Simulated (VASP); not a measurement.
Write the native input for VASP 6.6.1 that does the following.

```yaml
Task: density of states
Functional: PBEsol
Potentials_or_basis: VASP PAW PBE potentials, release 64 (Hf_pv)
Cutoff: 520 eV
k_mesh: 16 × 16 × 16
Occupations: fermi-dirac, width 0.05 eV
Spin: no spin polarisation
Dipole_correction: no
k_mesh_for_the_DOS: 24 × 24 × 24
Occupations_for_the_DOS: tetrahedron
Further_INCAR_settings: ALGO = Normal; EDIFF = 1e-07
```

The system is Hf.

```
Hf
1.0
     0.00000    1.66732    1.66732
     1.66732    0.00000    1.66732
     1.66732    1.66732    0.00000
Hf
1
Cartesian
  0.0000 0.0000 0.0000
```

This cell differs from its parent crystal: volume scaled by 0.43.

One way to write it, as run:

POSCAR

```
Hf
1.0
    0.0000000000      1.6673169376      1.6673169376
    1.6673169376      0.0000000000      1.6673169376
    1.6673169376      1.6673169376      0.0000000000
Hf
1
Direct
    0.0000000000      0.0000000000      0.0000000000
```

INCAR.step1

```
SYSTEM = Hf
PREC = Accurate
ENCUT = 520
EDIFF = 1E-7
ISMEAR = -1
SIGMA = 0.05
LREAL = .False.
LASPH = .True.
NELM = 80
ALGO = Normal
ISIF = 2
LWAVE = .False.
LCHARG = .True.
LMAXMIX = 4
GGA = PS
NBANDS = 11
```

KPOINTS.step1

```
regular mesh
0
Gamma
  16 16 16
  0 0 0
```

INCAR.step2

```
SYSTEM = Hf
PREC = Accurate
ENCUT = 520
EDIFF = 1E-7
ISMEAR = -5
SIGMA = 0.05
LREAL = .False.
LASPH = .True.
NELM = 80
ALGO = Normal
ISIF = 2
LWAVE = .False.
LCHARG = .False.
LMAXMIX = 4
GGA = PS
LORBIT = 11
NEDOS = 1001
ICHARG = 11
```

KPOINTS.step2

```
regular mesh
0
Gamma
  24 24 24
  0 0 0
```

Potentials or basis: VASP PAW PBE potentials, release 64 (Hf_pv).

Launch:

```sh
$ cat potpaw_PBE.64/Hf_pv/POTCAR > POTCAR
$ cp INCAR.step1 INCAR
$ cp KPOINTS.step1 KPOINTS
$ mpirun -np 1 vasp_std > vasp.out
$ cp INCAR.step2 INCAR
$ cp KPOINTS.step2 KPOINTS
$ mpirun -np 1 vasp_std > vasp.out
```

Wall time 54 s on 1 thread of Intel Xeon 8259CL, with other jobs on the host, peak memory 0.15 GiB.
